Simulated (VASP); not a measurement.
TaF: single point with PBE

TaF:

```
Ta F
1.0
     2.77122    0.00000    0.00000
    -1.38561    2.39995    0.00000
     0.00000    0.00000    4.14915
Ta F
1 1
Direct
  0.00000 0.00000 0.00000
  0.66667 0.33333 0.50000
```

```yaml
Program: VASP 6.6.1
Task: single point
Functional: PBE
Potentials_or_basis: VASP PAW PBE potentials, release 64 (Ta_pv, F)
Cutoff: 520 eV
k_mesh: 6 × 6 × 6
Occupations: gaussian, width 0.1 eV
Spin: no spin polarisation
```

```
Pressure               : -0.1 GPa
Band gap on the k mesh : zero (bands 9 and 10 overlap by 0.81 eV)
```

Levels at points of the mesh, in eV from the Fermi level:
```csv
k point,band 5,band 6,band 7,band 8,band 9,band 10,band 11,band 12,band 13,band 14
"(0.00, 0.00, 0.00)",-7.21,-6.18,-5.06,-5.06,-0.38,0.58,0.58,4.04,4.04,7.57
"(0.50, 0.00, 0.00)",-7.98,-7.42,-5.46,-4.05,-0.27,2.37,2.62,4.00,7.12,10.64
"(0.00, 0.00, 0.50)",-9.12,-5.04,-5.04,-4.27,0.42,0.42,2.77,3.08,4.05,4.05
"(0.50, 0.00, 0.50)",-7.63,-7.20,-5.64,-3.62,-1.43,1.98,3.18,5.11,7.12,9.79
```

Wall time 14 s on 1 thread of AMD EPYC 9R14 (Zen 4), with other jobs on the host, peak memory 0.12 GiB.

Caveat: the k points lie up to 0.44 Å⁻¹ apart, too coarse for converged energies and pressures of a metal; spin-orbit coupling is left out, which moves the levels of the heavy elements.
